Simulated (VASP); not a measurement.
# Cd4S (Im-3m) in VASP: relaxation of cell and atoms with PBE

Aim: the relaxation of cell and atoms of Cd4S with PBE.

Program: VASP 6.6.1. These are calculated values, not measurements. Logs are shortened: lines on timing, memory, paths and dates and some standing lists are left out, and cuts for length are marked.

## (1) The cell of the first run

Symmetry: Im-3m, No. 229, cubic system. The conventional cell has a = 6.122 Å, b = 6.122 Å, c = 6.122 Å, α = 90.00°, β = 90.00°, γ = 90.00°. Within 3.5 Å of Cd (site symmetry -3m) lie 2 S at 2.65 Å and 6 Cd at 3.06 Å. S (site symmetry m-3m) has 8 Cd at 2.65 Å within 3.5 Å.

The cell was generated, and may not be a known phase.

## (2) Relaxation of cell and atoms, PBE

File INCAR:

```
ALGO     = Normal         # electronic algorithm
EDIFF    = 1E-7           # SCF threshold, eV
EDIFFG   = -0.04          # ionic threshold
ENCUT    = 630            # plane-wave cutoff, eV
GGA      = PE             # functional
GGA_COMPAT= False        
IBRION   = 2              # ionic algorithm
ISIF     = 3              # what is computed and relaxed
ISMEAR   = 0              # smearing method
LASPH    = True           # aspherical terms in the spheres
LCHARG   = False          # write CHGCAR
LREAL    = False          # projectors in reciprocal space
LWAVE    = False          # write WAVECAR
NELM     = 120            # most SCF steps
NELMIN   = 4            
NSW      = 90             # ionic steps
PREC     = Accurate       # precision mode
SIGMA    = 0.1            # smearing width, eV
```

File KPOINTS:

```
k-points
0
Gamma
  4 4 4
```

File POSCAR:

```
Cd4S
1.0
   -3.0609502500      3.0609502500      3.0609502500
    3.0609502500     -3.0609502500      3.0609502500
    3.0609502500      3.0609502500     -3.0609502500
Cd S
4 1
Direct
    0.5000000000      0.5000000000      0.5000000000
    0.5000000000      0.0000000000      0.0000000000
    0.0000000000      0.0000000000      0.5000000000
    0.0000000000      0.5000000000      0.0000000000
    0.0000000000      0.0000000000      0.0000000000
```

Potentials or basis: VASP PAW PBE potentials, release 64 (Cd_sv_GW, S).

The run is started by

```sh
$ cat potpaw_PBE.64/Cd_sv_GW/POTCAR potpaw_PBE.64/S/POTCAR > POTCAR
$ mpirun -np 1 vasp_std > vasp.out
```

OUTCAR:

```text
EDIFF = 1E-7
   EDIFFG = -0.04
   ENCUT = 630
   GGA = PE
   IBRION = 2
   ISIF = 3
   ISMEAR = 0
   LASPH = True
   LREAL = False
   NELM = 120
   NELMIN = 4
   NSW = 90
   PREC = Accurate

 ion  position               nearest neighbor table
   1  0.500  0.500  0.500-   5 2.65   5 2.65
   2  0.500  0.000  0.000-   5 2.65   5 2.65
   3  0.000  0.000  0.500-   5 2.65   5 2.65
   4  0.000  0.500  0.000-   5 2.65   5 2.65
   5  0.000  0.000  0.000-   1 2.65   2 2.65   3 2.65   4 2.65   3 2.65   4 2.65   2 2.65   1 2.65

  LATTYP: Found a body centered cubic cell.
 ALAT       =     6.1219005000

  Lattice vectors:

 A1 = (  -3.0609502500,   3.0609502500,   3.0609502500)
 A2 = (   3.0609502500,  -3.0609502500,   3.0609502500)
 A3 = (   3.0609502500,   3.0609502500,  -3.0609502500)

Analysis of symmetry for initial positions (statically):
=====================================================================
 Subroutine PRICEL returns:
 Original cell was already a primitive cell.

 Routine SETGRP: Setting up the symmetry group for a
 body centered cubic supercell.

 Subroutine GETGRP returns: Found 48 space group operations
 (whereof 48 operations were pure point group operations)
 out of a pool of 48 trial point group operations.

The static configuration has the point symmetry O_h .

Analysis of symmetry for dynamics (positions and initial velocities):
=====================================================================
 Subroutine PRICEL returns:
 Original cell was already a primitive cell.

 Routine SETGRP: Setting up the symmetry group for a
 body centered cubic supercell.

 Subroutine GETGRP returns: Found 48 space group operations
 (whereof 48 operations were pure point group operations)
 out of a pool of 48 trial point group operations.

The dynamic configuration has the point symmetry O_h .

 Subroutine INISYM returns: Found 48 space group operations
 (whereof 48 operations are pure point group operations),
 and found     1 'primitive' translations

----------------------------------------------------------------------------------------

                                     Primitive cell

  volume of cell :     114.7173

  direct lattice vectors                    reciprocal lattice vectors
    -3.060950250  3.060950250  3.060950250     0.000000000  0.163347967  0.163347967
     3.060950250 -3.060950250  3.060950250     0.163347967  0.000000000  0.163347967
     3.060950250  3.060950250 -3.060950250     0.163347967  0.163347967  0.000000000

  length of vectors
     5.301721352  5.301721352  5.301721352     0.231008910  0.231008910  0.231008910

  position of ions in fractional coordinates (direct lattice)
     0.500000000  0.500000000  0.500000000
     0.500000000  0.000000000  0.000000000
     0.000000000  0.000000000  0.500000000
     0.000000000  0.500000000  0.000000000
     0.000000000  0.000000000  0.000000000

  ion indices of the primitive-cell ions
   primitive index   ion index
                 1           1
                 2           2
                 3           3
                 4           4
                 5           5

----------------------------------------------------------------------------------------

 KPOINTS: k-points

Automatic generation of k-mesh.
 Grid dimensions read from file:
 generate k-points for:    4    4    4

 Generating k-lattice:

  Cartesian coordinates                     Fractional coordinates (reciprocal lattice)
     0.000000000  0.040836992  0.040836992     0.250000000  0.000000000  0.000000000
     0.040836992  0.000000000  0.040836992     0.000000000  0.250000000  0.000000000
     0.040836992  0.040836992  0.000000000     0.000000000  0.000000000  0.250000000

  Length of vectors
     0.057752228  0.057752228  0.057752228

  Shift w.r.t. Gamma in fractional coordinates (k-lattice)
     0.000000000  0.000000000  0.000000000

 Subroutine IBZKPT returns following result:
 ===========================================

 Found      8 irreducible k-points:

 Following reciprocal coordinates:
            Coordinates               Weight
  0.000000  0.000000  0.000000      1.000000
  0.250000  0.000000  0.000000     12.000000
  0.500000  0.000000  0.000000      6.000000
  0.250000  0.250000  0.000000     24.000000
  0.250000  0.250000  0.250000      2.000000
 -0.250000  0.250000  0.250000      6.000000
  0.500000  0.500000  0.250000     12.000000
  0.500000  0.500000  0.500000      1.000000
   k-points           NKPTS =      8   k-points in BZ     NKDIM =      8   number of bands    NBANDS=     51
   number of dos      NEDOS =    301   number of ions     NIONS =      5
   total plane-waves  NPLWV = 110592
   dimension x,y,z NGX =    48 NGY =   48 NGZ =   48
   dimension x,y,z NGXF=    96 NGYF=   96 NGZF=   96
   ions per type =               4   1
   NGX,Y,Z   is equivalent  to a cutoff of  15.05, 15.05, 15.05 a.u.
   NGXF,Y,Z  is equivalent  to a cutoff of  30.10, 30.10, 30.10 a.u.
 SYSTEM =  unknown system
   PREC   = accura    normal or accurate (medium, high low for compatibility)
   ISTART =      0    job   : 0-new  1-cont  2-samecut
   ICHARG =      2    charge: 1-file 2-atom 10-const
   ISPIN  =      1    spin polarized calculation?
   LNONCOLLINEAR =      F non collinear calculations
   LSORBIT =      F    spin-orbit coupling
   LASPH  =      T    aspherical Exc in radial PAW
   ENCUT  =  630.0 eV  46.30 Ry    6.80 a.u.  10.85 10.85 10.85*2*pi/ulx,y,z
   NELM   =    120;   NELMIN=  4; NELMDL= -5     # of ELM steps
   EDIFF  = 0.1E-06   stopping-criterion for ELM
   LREAL  =      F    real-space projection
   EDIFFG = -.4E-01   stopping-criterion for IOM
   NSW    =     90    number of steps for IOM
   IBRION =      2    ionic relax: 0-MD 1-quasi-New 2-CG
   NFREE  =      1    steps in history (QN), initial steepest desc. (CG)
   ISIF   =      3    stress and relaxation
   ISYM   =      2    0-nonsym 1-usesym 2-fastsym
   POTIM  = 0.5000    time-step for ionic-motion
   TEBEG  =    0.0;   TEEND  =   0.0 temperature during run
   PSTRESS=    0.0 pullay stress
   NELECT =      86.0000    total number of electrons
   NUPDOWN=      -1.0000    fix difference up-down
   EMIN   =  10.00;   EMAX   =-10.00  energy-range for DOS
   EFERMI =   0.00;   METHOD = LEGACY
   ISMEAR =     0;   SIGMA  =   0.10  broadening in eV -4-tet -1-fermi 0-gaus
   EFERMI_NEDOS =   21; number of points for ismear=-14 and -15
   IALGO  =     38    algorithm
   IMIX   =      4    mixing-type and parameters
     AMIX     =   0.40;   BMIX     =  1.00
     AMIX_MAG =   1.60;   BMIX_MAG =  1.00
  volume/ion in A,a.u.               =      22.94       154.83
  Fermi-wavevector in a.u.,A,eV,Ry     =   1.487184  2.810370 30.092228  2.211716
  Thomas-Fermi vector in A             =   2.600377
   LORBIT       =      0    0 simple, 1 ext, 2 COOP (PROOUT), +10 PAW based schemes
   GGA     = PE    functional components
   LHFCALC =     F    Hartree Fock is set to
   AEXX    =    0.0000 exact exchange contribution
   IVDW    =     0    specifies the selected vdW correction
   LEPSILON=     F    determine dielectric tensor
   LRPA    =     F    only Hartree local field effects (RPA)
 conjugate gradient relaxation of ions
 non-spin polarized calculation
 Gauss-broadening in eV      SIGMA  =   0.10
  energy-cutoff  :      630.00
  volume of cell :      114.72
 maximum number of plane-waves:      4134
 NGX is ok and might be reduce to    48
   NGX = 21   NGY = 21   NGZ = 21

--------------------------------------- Ionic step        1  -------------------------------------------

 number of electron      85.9999981 magnetization

 Free energy of the ion-electron system (eV)
  ---------------------------------------------------
  ext. energy  EPLUGINS =         0.00000000
  ---------------------------------------------------
  free energy    TOTEN  =        -6.08521423 eV

  energy without entropy =       -6.06511040  energy(sigma->0) =       -6.07516231

 E-fermi :   5.0694     XC(G=0): -10.4936

 val. band max:        5.0389896633   @ k =  -0.2500   0.2500   0.2500
 cond. band min:       5.0840791785   @ k =   0.5000   0.5000   0.2500
 fundamental gap:      0.0450895152
 Fermi energy:         5.0694337385

 k-point     1 :       0.0000    0.0000    0.0000
  band No.  band energies     occupation
      1     -97.4148      2.00000
      2     -97.4122      2.00000
      3     -97.4122      2.00000
      4     -97.4122      2.00000
      5     -58.4814      2.00000
      6     -58.4814      2.00000
[... 482 lines left out ...]
 POSITION                                       TOTAL-FORCE (eV/Angst)
 -----------------------------------------------------------------------------------
      1.59965      1.59965      1.59965        -0.000000     -0.000000     -0.000000
     -1.59965      1.59965      1.59965         0.000000      0.000000      0.000000
     -1.59965      4.79894      1.59965        -0.000000      0.000000     -0.000000
      4.79894      1.59965     -1.59965         0.000000     -0.000000     -0.000000
      0.00000     -0.00000      0.00000        -0.000000      0.000000      0.000000
 -----------------------------------------------------------------------------------
    total drift:                                0.000000      0.000000     -0.000000

  FREE ENERGIE OF THE ION-ELECTRON SYSTEM (eV)
  ---------------------------------------------------
  free  energy   TOTEN  =        -6.3269378018 eV

  energy  without entropy=       -6.2999702631  energy(sigma->0) =       -6.31345403

--------------------------------------- Ionic step        3  -------------------------------------------

 number of electron      86.0000027 magnetization

 Free energy of the ion-electron system (eV)
  ---------------------------------------------------
  ext. energy  EPLUGINS =         0.00000000
  ---------------------------------------------------
  free energy    TOTEN  =        -6.33465959 eV

  energy without entropy =       -6.30961668  energy(sigma->0) =       -6.32213813

 E-fermi :   4.0145     XC(G=0):  -9.9299

 val. band max:        4.0091945472   @ k =   0.5000   0.5000   0.2500
 cond. band min:       4.4613182612   @ k =   0.5000   0.0000   0.0000
 fundamental gap:      0.4521237140
 Fermi energy:         4.0145129188

 k-point     1 :       0.0000    0.0000    0.0000
  band No.  band energies     occupation
      1     -98.3025      2.00000
      2     -98.3011      2.00000
      3     -98.3011      2.00000
      4     -98.3011      2.00000
      5     -59.3586      2.00000
      6     -59.3586      2.00000
[... 434 lines left out ...]
 VOLUME and BASIS-vectors are now :
 -----------------------------------------------------------------------------
  energy-cutoff  :      630.00
  volume of cell :      128.22
      direct lattice vectors                 reciprocal lattice vectors
    -3.176585913  3.176585913  3.176585913     0.000000000  0.157401693  0.157401693
     3.176585913 -3.176585913  3.176585913     0.157401693  0.000000000  0.157401693
     3.176585913  3.176585913 -3.176585913     0.157401693  0.157401693  0.000000000

 POSITION                                       TOTAL-FORCE (eV/Angst)
 -----------------------------------------------------------------------------------
      1.58829      1.58829      1.58829        -0.000000     -0.000000     -0.000000
     -1.58829      1.58829      1.58829        -0.000000     -0.000000      0.000000
      1.58829      1.58829     -1.58829         0.000000     -0.000000      0.000000
      1.58829     -1.58829      1.58829        -0.000000      0.000000      0.000000
      0.00000     -0.00000      0.00000         0.000000     -0.000000      0.000000
 -----------------------------------------------------------------------------------
    total drift:                                0.000000      0.000000     -0.000000

  FREE ENERGIE OF THE ION-ELECTRON SYSTEM (eV)
  ---------------------------------------------------
  free  energy   TOTEN  =        -6.3346595868 eV

  energy  without entropy=       -6.3096166788  energy(sigma->0) =       -6.32213813

 reached required accuracy - stopping structural energy minimisation
```

Wall time 4.7 min (1 thread of Intel Xeon Platinum 8259CL at 2.50GHz (Skylake/Cascade Lake), shared host); peak memory 0.35 GiB.

What came out:

- Free energy: -6.3347 eV
- Relaxed volume: 25.64 Å³/atom
- Relaxed cell: a = 5.502 Å, b = 5.502 Å, c = 5.502 Å, α = 109.47°, β = 109.47°, γ = 109.47°
- Space group after relaxing (to 0.1 Å): Im-3m (No. 229)
- Energy gained by relaxing: 49.9 meV/atom
- Ionic steps: 3
- Pressure after relaxing: 0.0 GPa
- Band gap on the k mesh: zero (bands 43 and 44 overlap by 2.00 eV)

The path:
| step | energy change (eV) | largest force (eV/Å) | pressure (GPa) | volume (Å³) |
| --- | --- | --- | --- | --- |
| 1 | 0.0000 | 0.0000 | 6.54 | 114.72 |
| 2 | -0.2417 | 0.0000 | -0.89 | 130.99 |
| 3 | -0.2494 | 0.0000 | 0.00 | 128.22 |

Final structure:
```
Cd S
1.0
    -3.17659    3.17659    3.17659
     3.17659   -3.17659    3.17659
     3.17659    3.17659   -3.17659
Cd S
4 1
Direct
  0.50000 0.50000 0.50000
  0.50000 0.00000 0.00000
  0.00000 0.00000 0.50000
  0.00000 0.50000 0.00000
  0.00000 0.00000 0.00000
```

Caveat: the k points lie up to 0.35 Å⁻¹ apart in the final cell, too coarse for converged energies and pressures of a metal.

The gap in the log of VASP goes by the Fermi energy; the results here count the filled bands.